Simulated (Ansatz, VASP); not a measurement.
**C: VASP beside Ansatz**

```
CELL_PARAMETERS angstrom
1.25978 0.72734 10.36701
-1.25978 0.72734 10.36701
0.00000 -1.45467 10.36701
ATOMIC_POSITIONS crystal
C 0.02483 0.02483 0.02483
C 0.97517 0.97517 0.97517
C 0.10868 0.10868 0.10868
C 0.89132 0.89132 0.89132
C 0.15837 0.15837 0.15837
C 0.84163 0.84163 0.84163
C 0.37486 0.37486 0.37486
C 0.62514 0.62514 0.62514
C 0.42532 0.42532 0.42532
C 0.57468 0.57468 0.57468
```

Alike in both runs: functional PBE; k mesh 12 × 12 × 12; occupations gaussian, width 0.02 eV; no spin polarisation.

Ansatz relaxed the structure, and its values are those at the end. VASP's run is a single point on that final structure, the one shown.

|  | VASP | Ansatz |
| --- | --- | --- |
| version | VASP 6.6.1 | Ansatz 0.2.0 |
| potentials or method | VASP PAW PBE potentials, release 64 (C), cutoff 520 eV | scalar-relativistic, plane waves, PAW |
| valence electrons in the cell | 40 | 40 |

|  | VASP | Ansatz | Ansatz less VASP |
| --- | --- | --- | --- |
| gap on the k mesh at the Fermi level (eV) | 4.48 | 4.49 | +0.010 |
| least direct gap on the mesh (eV) | 5.34 | 5.35 | +0.006 |
| pressure (GPa) | 0.6 | 0.0 | -0.62 |
